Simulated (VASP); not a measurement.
# NiO (Fm-3m) in VASP: single point with PBEsol-based screened hybrid with 25 % exact exchange

Aim: the single point of NiO with PBEsol-based screened hybrid with 25 % exact exchange.

Program: VASP 6.6.1. These are calculated values, not measurements. Logs are shortened: lines on timing, memory, paths and dates and some standing lists are left out, and cuts for length are marked.

## Step 1: The cell of the first run

It takes space group Fm-3m (No. 225, cubic). Conventional cell: a = 4.199 Å, b = 4.199 Å, c = 4.199 Å, α = 90.00°, β = 90.00°, γ = 90.00°. Within 2.8 Å of Ni (site symmetry m-3m) lie 6 O at 2.10 Å. O (site symmetry m-3m) has 6 Ni at 2.10 Å within 2.8 Å.

## Step 2: Single point, PBEsol-based screened hybrid with 25 % exact exchange, collinear spin, ferromagnetic start

Input file POSCAR:

```
NiO
1.0
    0.0000000000      2.0997159621      2.0997159621
    2.0997159621      0.0000000000      2.0997159621
    2.0997159621      2.0997159621      0.0000000000
Ni O
1 1
Direct
    0.0000000000      0.0000000000      0.0000000000
    0.5000000000      0.5000000000      0.5000000000
```

Input file INCAR.step1:

```
SYSTEM = NiO
ALGO     = Normal         ! electronic algorithm
EDIFF    = 1E-5           ! SCF threshold, eV
ENCUT    = 520            ! plane-wave cutoff, eV
GGA      = PE             ! functional
ISIF     = 2              ! what is computed and relaxed
ISMEAR   = -1             ! smearing method
ISPIN    = 2              ! spin polarisation
LASPH    = .TRUE.         ! aspherical terms in the spheres
LCHARG   = .FALSE.        ! write CHGCAR
LMAXMIX  = 4              ! l up to which the mixer works
LORBIT   = 11             ! projections on sites
LREAL    = .FALSE.        ! projectors in reciprocal space
LWAVE    = .TRUE.         ! write WAVECAR
MAGMOM   = 1 0            ! initial moments
NBANDS   = 19             ! bands
NELM     = 150            ! most SCF steps
PREC     = Accurate       ! precision mode
SIGMA    = 0.05           ! smearing width, eV
```

Input file INCAR.step2:

```
SYSTEM = NiO
AEXX     = 0.25           ! exact-exchange fraction
ALGO     = Normal         ! electronic algorithm
EDIFF    = 1E-6           ! SCF threshold, eV
ENCUT    = 520            ! plane-wave cutoff, eV
GGA      = PS             ! functional
HFSCREEN = 0.207          ! screening, 1/A
ISIF     = 2              ! what is computed and relaxed
ISMEAR   = -1             ! smearing method
ISPIN    = 2              ! spin polarisation
ISTART   = 1            
LASPH    = .TRUE.         ! aspherical terms in the spheres
LCHARG   = .FALSE.        ! write CHGCAR
LHFCALC  = .TRUE.         ! exact exchange
LMAXMIX  = 4              ! l up to which the mixer works
LORBIT   = 11             ! projections on sites
LREAL    = .FALSE.        ! projectors in reciprocal space
LWAVE    = .FALSE.        ! write WAVECAR
MAGMOM   = 1 0            ! initial moments
NBANDS   = 19             ! bands
NELM     = 150            ! most SCF steps
PREC     = Accurate       ! precision mode
PRECFOCK = Normal       
SIGMA    = 0.05           ! smearing width, eV
```

Input file KPOINTS:

```
k-points
0
G
  6 6 6
  0 0 0
```

Potentials or basis: VASP PAW PBE potentials, release 64 (Ni, O).

The run is started by

```
> cat potpaw_PBE.64/Ni/POTCAR potpaw_PBE.64/O/POTCAR > POTCAR
> cp INCAR.step1 INCAR
> mpirun -np 1 vasp_std > vasp.out
> cp INCAR.step2 INCAR
> mpirun -np 1 vasp_std > vasp.out
```

OUTCAR:

```text
SYSTEM = NiO
   AEXX = 0.25
   EDIFF = 1E-6
   ENCUT = 520
   GGA = PS
   HFSCREEN = 0.207
   ISIF = 2
   ISMEAR = -1
   ISPIN = 2
   ISTART = 1
   LASPH = .TRUE.
   LHFCALC = .TRUE.
   LORBIT = 11
   LREAL = .FALSE.
   NELM = 150
   PREC = Accurate
   PRECFOCK = Normal

 ion  position               nearest neighbor table
   1  0.000  0.000  0.000-   2 2.10   2 2.10   2 2.10   2 2.10   2 2.10   2 2.10
   2  0.500  0.500  0.500-   1 2.10   1 2.10   1 2.10   1 2.10   1 2.10   1 2.10

  LATTYP: Found a face centered cubic cell.
 ALAT       =     4.1994319242

  Lattice vectors:

 A1 = (   0.0000000000,   2.0997159621,   2.0997159621)
 A2 = (   2.0997159621,   0.0000000000,   2.0997159621)
 A3 = (   2.0997159621,   2.0997159621,   0.0000000000)

Analysis of symmetry for initial positions (statically):
=====================================================================
 Subroutine PRICEL returns:
 Original cell was already a primitive cell.

 Routine SETGRP: Setting up the symmetry group for a
 face centered cubic supercell.

 Subroutine GETGRP returns: Found 48 space group operations
 (whereof 48 operations were pure point group operations)
 out of a pool of 48 trial point group operations.

The static configuration has the point symmetry O_h .

Analysis of symmetry for dynamics (positions and initial velocities):
=====================================================================
 Subroutine PRICEL returns:
 Original cell was already a primitive cell.

 Routine SETGRP: Setting up the symmetry group for a
 face centered cubic supercell.

 Subroutine GETGRP returns: Found 48 space group operations
 (whereof 48 operations were pure point group operations)
 out of a pool of 48 trial point group operations.

The dynamic configuration has the point symmetry O_h .

Analysis of structural, dynamic, and magnetic symmetry:
=====================================================================
 Subroutine PRICEL returns:
 Original cell was already a primitive cell.

 Routine SETGRP: Setting up the symmetry group for a
 face centered cubic supercell.

 Subroutine GETGRP returns: Found 48 space group operations
 (whereof 48 operations were pure point group operations)
 out of a pool of 48 trial point group operations.

The overall configuration has the point symmetry O_h .

 Subroutine INISYM returns: Found 48 space group operations
 (whereof 48 operations are pure point group operations),
 and found     1 'primitive' translations

----------------------------------------------------------------------------------------

                                     Primitive cell

  volume of cell :      18.5145

  direct lattice vectors                    reciprocal lattice vectors
     0.000000000  2.099715962  2.099715962    -0.238127446  0.238127446  0.238127446
     2.099715962  0.000000000  2.099715962     0.238127446 -0.238127446  0.238127446
     2.099715962  2.099715962  0.000000000     0.238127446  0.238127446 -0.238127446

  length of vectors
     2.969446791  2.969446791  2.969446791     0.412448836  0.412448836  0.412448836

  position of ions in fractional coordinates (direct lattice)
     0.000000000  0.000000000  0.000000000
     0.500000000  0.500000000  0.500000000

  ion indices of the primitive-cell ions
   primitive index   ion index
                 1           1
                 2           2

----------------------------------------------------------------------------------------

 KPOINTS: k-points

Automatic generation of k-mesh.
 Grid dimensions read from file:
 generate k-points for:    6    6    6

 Generating k-lattice:

  Cartesian coordinates                     Fractional coordinates (reciprocal lattice)
    -0.039687908  0.039687908  0.039687908     0.166666667  0.000000000  0.000000000
     0.039687908 -0.039687908  0.039687908     0.000000000  0.166666667  0.000000000
     0.039687908  0.039687908 -0.039687908     0.000000000  0.000000000  0.166666667

  Length of vectors
     0.068741473  0.068741473  0.068741473

  Shift w.r.t. Gamma in fractional coordinates (k-lattice)
     0.000000000  0.000000000  0.000000000

 Subroutine IBZKPT returns following result:
 ===========================================

 Found     16 irreducible k-points:

 Following reciprocal coordinates:
            Coordinates               Weight
  0.000000  0.000000  0.000000      1.000000
  0.166667  0.000000  0.000000      8.000000
  0.333333  0.000000  0.000000      8.000000
  0.500000  0.000000  0.000000      4.000000
  0.166667  0.166667  0.000000      6.000000
  0.333333  0.166667  0.000000     24.000000
[... 8 lines left out ...]
 -0.333333  0.333333  0.166667     24.000000
 -0.333333  0.500000  0.166667     12.000000
   k-points           NKPTS =     16   k-points in BZ     NKDIM =    216   number of bands    NBANDS=     19
   number of dos      NEDOS =    301   number of ions     NIONS =      2
   total plane-waves  NPLWV =  13824
   dimension x,y,z NGX =    24 NGY =   24 NGZ =   24
   dimension x,y,z NGXF=    48 NGYF=   48 NGZF=   48
   ions per type =               1   1
   NGX,Y,Z   is equivalent  to a cutoff of  13.44, 13.44, 13.44 a.u.
   NGXF,Y,Z  is equivalent  to a cutoff of  26.87, 26.87, 26.87 a.u.
 SYSTEM =  NiO
   PREC   = accura    normal or accurate (medium, high low for compatibility)
   ISTART =      1    job   : 0-new  1-cont  2-samecut
   ICHARG =      0    charge: 1-file 2-atom 10-const
   ISPIN  =      2    spin polarized calculation?
   LNONCOLLINEAR =      F non collinear calculations
   LSORBIT =      F    spin-orbit coupling
   LASPH  =      T    aspherical Exc in radial PAW
   ENCUT  =  520.0 eV  38.22 Ry    6.18 a.u.   5.52  5.52  5.52*2*pi/ulx,y,z
   NELM   =    150;   NELMIN=  2; NELMDL=  0     # of ELM steps
   EDIFF  = 0.1E-05   stopping-criterion for ELM
   LREAL  =      F    real-space projection
   EDIFFG = 0.1E-04   stopping-criterion for IOM
   NSW    =      0    number of steps for IOM
   IBRION =     -1    ionic relax: 0-MD 1-quasi-New 2-CG
   NFREE  =      0    steps in history (QN), initial steepest desc. (CG)
   ISIF   =      2    stress and relaxation
   ISYM   =      3    0-nonsym 1-usesym 2-fastsym
   POTIM  = 0.5000    time-step for ionic-motion
   TEBEG  =    0.0;   TEEND  =   0.0 temperature during run
   PSTRESS=    0.0 pullay stress
   NELECT =      16.0000    total number of electrons
   NUPDOWN=      -1.0000    fix difference up-down
   EMIN   =  10.00;   EMAX   =-10.00  energy-range for DOS
   EFERMI =   0.00;   METHOD = LEGACY
   ISMEAR =    -1;   SIGMA  =   0.05  broadening in eV -4-tet -1-fermi 0-gaus
   EFERMI_NEDOS =   21; number of points for ismear=-14 and -15
   IALGO  =     38    algorithm
   IMIX   =      1    mixing-type and parameters
     AMIX     =   0.40;   BMIX     =  1.00
     AMIX_MAG =   1.60;   BMIX_MAG =  1.00
  volume/ion in A,a.u.               =       9.26        62.47
  Fermi-wavevector in a.u.,A,eV,Ry     =   1.559352  2.946749 33.083654  2.431580
  Thomas-Fermi vector in A             =   2.662723
   LORBIT       =     11    0 simple, 1 ext, 2 COOP (PROOUT), +10 PAW based schemes
   GGA     = PS    functional components
   LHFCALC =     T    Hartree Fock is set to
   PRECFOCK=normal    Normal, Fast or Accurate (Low or Medium for compatibility)
   ENCUT4O =  -1.0   cutoff for four orbital integrals eV
   NKREDX  =     1    reduce k-point grid by
   NKREDY  =     1    reduce k-point grid by
   NKREDZ  =     1    reduce k-point grid by
   AEXX    =    0.2500 exact exchange contribution
   HFSCREEN=    0.2070 screening length (either q_TF or 0.3 A-1)
   HFSCREENC=   0.2070 screening length for correlation (either q_TF or 0.3 A-1)
   ENCUTFOCK=  -1.0 apply spherical cutoff to Coloumb kernel
   IVDW    =     0    specifies the selected vdW correction
   LEPSILON=     F    determine dielectric tensor
   LRPA    =     F    only Hartree local field effects (RPA)
 spin polarized calculation
  energy-cutoff  :      520.00
  volume of cell :       18.51
 maximum number of plane-waves:       531
 NGX is ok and might be reduce to    24
  NGX = 18; NGY = 18; NGZ = 18

 number of electron      16.0000011 magnetization       2.0027159

 Free energy of the ion-electron system (eV)
  ---------------------------------------------------
  ext. energy  EPLUGINS =         0.00000000
  ---------------------------------------------------
  free energy    TOTEN  =       -16.85528110 eV

  energy without entropy =      -16.85528110  energy(sigma->0) =      -16.85528110

 E-fermi :   7.1416     XC(G=0): -10.4331

 val. band max:        6.0250351835   @ k =   0.5000   0.0000   0.0000
 cond. band min:       8.8400808842   @ k =   0.0000   0.0000   0.0000
 fundamental gap:      2.8150457007
 Fermi energy:         7.1415565529

 spin component 1

 k-point     1 :       0.0000    0.0000    0.0000
  band No.  band energies     occupation
      1     -15.0988      1.00000
      2       1.0736      1.00000
      3       1.0737      1.00000
      4       1.9495      1.00000
      5       1.9495      1.00000
      6       1.9495      1.00000
[... 11 lines left out ...]
     18      34.0806      0.00000
     19      34.0806      0.00000

 k-point     2 :       0.1667    0.0000    0.0000
  band No.  band energies     occupation
      1     -14.7783      1.00000
      2       0.4567      1.00000
      3       0.4568      1.00000
      4       1.0038      1.00000
      5       2.0407      1.00000
      6       2.0407      1.00000
[... 300 lines left out ...]
 k-point    16 :      -0.3333    0.5000    0.1667
  band No.  band energies     occupation
      1     -13.5200      1.00000
      2      -0.3740      1.00000
      3      -0.2209      1.00000
      4       0.3735      1.00000
      5       1.8373      1.00000
      6       2.8465      1.00000
[... 11 lines left out ...]
     18      41.2185      0.00000
     19      43.7785      0.00000
 Fermi energy:         7.1415565529

 spin component 2

 k-point     1 :       0.0000    0.0000    0.0000
  band No.  band energies     occupation
      1     -14.5455      1.00000
      2       3.1884      1.00000
      3       3.1886      1.00000
      4       3.1888      1.00000
      5       4.5201      1.00000
      6       4.5201      1.00000
[... 11 lines left out ...]
     18      35.3399      0.00000
     19      35.3400      0.00000

 k-point     2 :       0.1667    0.0000    0.0000
  band No.  band energies     occupation
      1     -14.2089      1.00000
      2       1.8790      1.00000
      3       3.0005      1.00000
      4       3.0007      1.00000
      5       4.1645      1.00000
      6       4.1904      1.00000
[... 300 lines left out ...]
 k-point    16 :      -0.3333    0.5000    0.1667
  band No.  band energies     occupation
      1     -12.8055      1.00000
      2       0.1924      1.00000
      3       1.1262      1.00000
      4       1.9416      1.00000
      5       3.9583      1.00000
      6       4.2046      1.00000
[... 11 lines left out ...]
     18      41.2772      0.00000
     19      44.1471      0.00000

------------------------ aborting loop because EDIFF is reached ----------------------------------------

  FORCE on cell =-STRESS in cart. coord.  units (eV):
  Direction    XX          YY          ZZ          XY          YZ          ZX
  --------------------------------------------------------------------------------------
  -------------------------------------------------------------------------------------
  Total       -0.8541245     -0.8541245     -0.8541245      0.0000000      0.0000000     -0.0000000
  in kB      -73.9128805    -73.9128805    -73.9128805      0.0000000      0.0000000     -0.0000000
  external PRESSURE =     -73.9128805 kB  Pullay stress =       0.0000000 kB

 VOLUME and BASIS-vectors are now :
 -----------------------------------------------------------------------------
  energy-cutoff  :      520.00
  volume of cell :       18.51
      direct lattice vectors                 reciprocal lattice vectors
     0.000000000  2.099715962  2.099715962    -0.238127446  0.238127446  0.238127446
     2.099715962  0.000000000  2.099715962     0.238127446 -0.238127446  0.238127446
     2.099715962  2.099715962  0.000000000     0.238127446  0.238127446 -0.238127446

 POSITION                                       TOTAL-FORCE (eV/Angst)
 -----------------------------------------------------------------------------------
      0.00000      0.00000      0.00000        -0.000000     -0.000000     -0.000000
      2.09972      2.09972      2.09972         0.000000      0.000000      0.000000
 -----------------------------------------------------------------------------------
    total drift:                                0.000000      0.000000      0.000001

  FREE ENERGIE OF THE ION-ELECTRON SYSTEM (eV)
  ---------------------------------------------------
  free  energy   TOTEN  =       -16.8552810960 eV

  energy  without entropy=      -16.8552810960  energy(sigma->0) =      -16.85528110

 total charge

# of ion       s       p       d       tot
------------------------------------------
    1        0.329   0.417   8.137   8.882
    2        1.546   3.488   0.000   5.034
--------------------------------------------------
tot          1.874   3.905   8.137  13.917

 magnetization (x)

# of ion       s       p       d       tot
------------------------------------------
    1        0.005   0.007   1.721   1.733
    2        0.027   0.210   0.000   0.237
--------------------------------------------------
tot          0.032   0.216   1.721   1.970
```

Run time: 30 min. Hardware: 1 thread of Oxide Virtual Turin-like, shared host; peak memory 0.23 GiB.

What came out:

```yaml
Free_energy: -16.8553 eV
Pressure: -7.4 GPa
Band_gap_on_the_k_mesh: 2.82 eV (least direct gap 3.81 eV)
Net_moment: 2.00 μB per cell
Site_moments: Ni +1.73; O +0.24 μB
Valence_electrons_inside_the_program's_atomic_spheres: Ni 8.88; O 5.03
```

Levels at points of the mesh, in eV from the valence-band top:
Spin up:
```tsv
k point	band 5	band 6	band 7	band 8	band 9	band 10	band 11	band 12	band 13	band 14
(0.00, 0.00, 0.00)	-4.08	-4.08	-2.29	-2.29	-2.29	3.48	19.90	20.93	20.93	20.93
(0.50, 0.00, 0.00)	-3.50	-3.50	-2.58	0.00	0.00	7.53	12.57	16.12	16.12	23.40
(0.50, 0.50, 0.00)	-4.03	-3.76	-3.76	-3.18	-3.18	8.15	13.13	13.87	19.15	19.15
```
Spin down:
```tsv
k point	band 4	band 5	band 6	band 7	band 8	band 9	band 10	band 11
(0.00, 0.00, 0.00)	-2.84	-1.50	-1.50	-1.50	2.82	2.82	3.95	19.80
(0.50, 0.00, 0.00)	-4.05	-1.66	-1.66	-1.32	5.78	5.78	7.75	13.25
(0.50, 0.50, 0.00)	-3.07	-3.07	-1.82	-1.82	3.37	4.01	8.70	13.60
```

Caveat: the k points lie up to 0.43 Å⁻¹ apart; the PAW data sets were made with another functional, which shifts forces and pressure a little; a cell with one magnetic atom can't hold antiferromagnetic order, which such compounds often take.
